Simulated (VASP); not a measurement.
A run of VASP 6.6.1 is set up as follows.

The input INCAR:

```
ALGO = Normal
EDIFF = 1E-6
ENCUT = 520
GGA = PS
ISIF = 2
ISMEAR = 0
LASPH = T
LCHARG = T
LELF = T
LREAL = F
LVHAR = T
LWAVE = F
NBANDS = 15
NELM = 60
PREC = Accurate
SIGMA = 0.15
```

The input KPOINTS:

```
k-points
0
Gamma
  18 18 12
```

The input POSCAR:

```
Os
1.0
    2.8708049743      0.0000000000      0.0000000000
   -1.4354024872      2.4861900370      0.0000000000
    0.0000000000      0.0000000000      4.2117075000
Os
2
Direct
    0.3333333333      0.6666666667      0.2500000000
    0.6666666667      0.3333333333      0.7500000000
```

Potentials or basis: VASP PAW PBE potentials, release 64 (Os).

Run with:

```bash
$ cat potpaw_PBE.64/Os/POTCAR > POTCAR
$ mpirun -np 1 vasp_std > vasp.out
```

(1) Predict the pressure.

(2) Estimate the band gap on the k mesh.

Answers

(1) -25.1 GPa.

(2) zero (bands 8 and 9 overlap by 3.41 eV).

Caveat: the cell differs from its parent crystal (strain +0.050 along x and y, -0.025 along z); the stress differs along the axes, from -35 to -5 GPa; the PAW data sets were made with another functional, which shifts forces and pressure a little; spin-orbit coupling is left out, which moves the levels of the heavy elements.
